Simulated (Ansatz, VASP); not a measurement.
Two plane-wave programs on Si3N4

```
Si N
1.0
     7.60180    0.00000    0.00000
    -3.80090    6.58335    0.00000
     0.00000    0.00000    2.90660
Si N
6 8
Direct
  0.17370 0.76755 0.25000
  0.40615 0.17370 0.75000
  0.23245 0.40615 0.25000
  0.82630 0.23245 0.75000
  0.59385 0.82630 0.25000
  0.76755 0.59385 0.75000
  0.33333 0.66667 0.25000
  0.66667 0.33333 0.75000
  0.32970 0.02960 0.25000
  0.30011 0.32970 0.75000
  0.97040 0.30011 0.25000
  0.67030 0.97040 0.75000
  0.69989 0.67030 0.25000
  0.02960 0.69989 0.75000
```

Alike in both runs: functional PBE; k mesh 4 × 4 × 10; occupations fermi-dirac, width 0.02 eV; no spin polarisation.

Ansatz relaxed the structure, and its values are those at the end. VASP's run is a single point on that final structure, the one shown.

|  | VASP | Ansatz |
| --- | --- | --- |
| version | VASP 6.6.1 | Ansatz 0.2.0 |
| potentials or method | VASP PAW PBE potentials, release 64 (Si, N) | plane-wave PAW, scalar-relativistic |
| plane-wave cutoff (eV) | 520 | 420 |
| valence electrons in the cell | 64 | 64 |

```csv
,VASP,Ansatz,Ansatz less VASP
gap on the k mesh at the Fermi level (eV),4.32,4.33,+0.012
pressure (GPa),5.3,5.6,+0.29
```

Ansatz's warnings: stress scf threshold loose.
